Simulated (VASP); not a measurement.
Set up this calculation in VASP 6.6.1, as the native input.

- Task: single point
- Functional: PBEsol
- Potentials or basis: VASP PAW PBE potentials, release 64 (B, Mg, As, H)
- Cutoff: 520 eV
- k mesh: 2 × 2 × 2, shifted
- Occupations: fermi-dirac, width 0.05 eV
- Spin: collinear spin
- Starting moments: [0.118, 0.118, 0.118, 0.118, 0.118, 0.118, 0.118, 0.118, 0.118, 0.118, 0.118, 0.118, 0.118, 0.118, 0.118, 0.118, 0.118] μB
- Dipole correction: no
- Further INCAR settings: ALGO = Normal; EDIFF = 1e-06; NBANDS = 50

The structure of MgB7As8H (a cell with a defect) lies in POSCAR:

```
MgB7As8H
1.0
    0.0000000000      4.7678820000      4.7678820000
    4.7678820000      0.0000000000      4.7678820000
    4.7678820000      4.7678820000      0.0000000000
B Mg As H
7 1 8 1
Direct
    0.9983020000      0.0090560000      0.9880380000
    0.0082940000      0.9945150000      0.5241770000
    0.5021340000      0.4845720000      0.0319980000
    0.9688710000      0.5137800000      0.9939350000
    0.4980630000      0.0164830000      0.4959830000
    0.4889010000      0.0277060000      0.0043430000
    0.0128980000      0.4804020000      0.5000020000
    0.4845190000      0.4573090000      0.6091030000
    0.1413430000      0.1122360000      0.1175100000
    0.6095900000      0.6314960000      0.6248910000
    0.1224590000      0.1315100000      0.6144600000
    0.6307330000      0.6766210000      0.0489450000
    0.1179840000      0.6408540000      0.1350110000
    0.6163160000      0.1263990000      0.6343060000
    0.6328120000      0.1240910000      0.1124930000
    0.1193380000      0.6401450000      0.6360010000
    0.5842010000      0.5617520000      0.2867660000
```

The input as run:

INCAR

```
ALGO     = Normal         # electronic algorithm
EDIFF    = 1E-6           # SCF threshold, eV
ENCUT    = 520            # plane-wave cutoff, eV
GGA      = PS             # functional
GGA_COMPAT= F            
ISIF     = 2              # what is computed and relaxed
ISMEAR   = -1             # smearing method
ISPIN    = 2              # spin polarisation
LASPH    = T              # aspherical terms in the spheres
LCHARG   = F              # write CHGCAR
LORBIT   = 11             # projections on sites
LREAL    = F              # projectors in reciprocal space
LWAVE    = F              # write WAVECAR
MAGMOM   = 0.118 0.118 0.118 0.118 0.118 0.118 0.118 0.118 0.118 0.118 0.118 0.118 0.118 0.118 0.118 0.118 0.118 # initial moments
NBANDS   = 50             # bands
NELM     = 200            # most SCF steps
PREC     = Accurate       # precision mode
SIGMA    = 0.05           # smearing width, eV
```

KPOINTS

```
Automatic mesh
0
Gamma
  2 2 2
  0.5 0.5 0.5
```

Potentials or basis: VASP PAW PBE potentials, release 64 (B, Mg, As, H).

Launch:

```bash
$ cat potpaw_PBE.64/B/POTCAR potpaw_PBE.64/Mg/POTCAR potpaw_PBE.64/As/POTCAR potpaw_PBE.64/H/POTCAR > POTCAR
$ mpirun -np 1 vasp_std > vasp.out
```

It gave:

* Pressure: 27.9 GPa
* Largest force: 16.380 eV/Å
* Band gap on the k mesh: 0.51 eV
* Net moment: 0.00 μB per cell
* Valence electrons inside the program's atomic spheres: B 1.86, 1.87, 1.83, 1.79, 2.00, 1.81 (each value once); Mg 1.02; As 2.90, 3.09, 3.06, 3.19, 2.89, 3.15, 3.00, 3.10; H 0.71

Caveat: the k points lie up to 0.57 Å⁻¹ apart; atoms lie so close that the PAW spheres overlap strongly, which falsifies energies and pressures; semilocal functionals underestimate gaps, and a narrow one can read as zero; the PAW data sets were made with another functional, which shifts forces and pressure a little.

It took 8.1 min on 1 thread of Intel(R) Xeon(R) Platinum 8259CL CPU @ 2.50GHz (Skylake/Cascade Lake), with other jobs on the host, peak memory 0.59 GiB.
